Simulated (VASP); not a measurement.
A run of VASP 6.6.1:

File INCAR:

```
SYSTEM = CoPdO2
PREC = Accurate ; ENCUT = 520
EDIFF = 1E-6 ; ISMEAR = 0
SIGMA = 0.1 ; LREAL = .FALSE.
LASPH = .TRUE. ; NELM = 150
ALGO = Normal ; ISIF = 2
LWAVE = .FALSE. ; LCHARG = .FALSE.
LMAXMIX = 4 ; LDAU = .TRUE.
LDAUTYPE = 2 ; LDAUL = 2 -1 -1
LDAUU = 3.32 0 0 ; LDAUJ = 0 0 0
LDAUPRINT = 1 ; GGA = PE
NBANDS = 58
```

File KPOINTS:

```
Automatic mesh
0
G
  12 12 2
  0 0 0
```

The input POSCAR:

```
CoPdO2
1.0
    2.9808173898      0.0000000000      0.0000000000
   -1.4904086949      2.5814635836      0.0000000000
    0.0000000000      0.0000000000     18.5465908894
Co Pd O
3 3 6
Direct
    0.6666666667      0.3333333333      0.8333333333
    0.3333333333      0.6666666667      0.1666666667
    0.0000000000      0.0000000000      0.5000000000
    0.0000000000      0.0000000000      0.0000000000
    0.6666666667      0.3333333333      0.3333333333
    0.3333333333      0.6666666667      0.6666666667
    0.3333333333      0.6666666667      0.7799956754
    0.0000000000      0.0000000000      0.8866709912
    0.0000000000      0.0000000000      0.1133290088
    0.6666666667      0.3333333333      0.2200043246
    0.6666666667      0.3333333333      0.4466623421
    0.3333333333      0.6666666667      0.5533376579
```

Potentials or basis: VASP PAW PBE potentials, release 64 (Co, Pd, O).

The run is started by

```bash
$ cat potpaw_PBE.64/Co/POTCAR potpaw_PBE.64/Pd/POTCAR potpaw_PBE.64/O/POTCAR > POTCAR
$ mpirun -np 1 vasp_std > vasp.out
```

Hardware: 1 thread of Intel Xeon 8259CL, on a shared host.

**Question.** Estimate the wall time of this run.

**Answer.** It took 16 min on 1 thread of Intel Xeon 8259CL, with other jobs on the host, peak memory 0.44 GiB. Counts: scf iterations 24, k points 38.
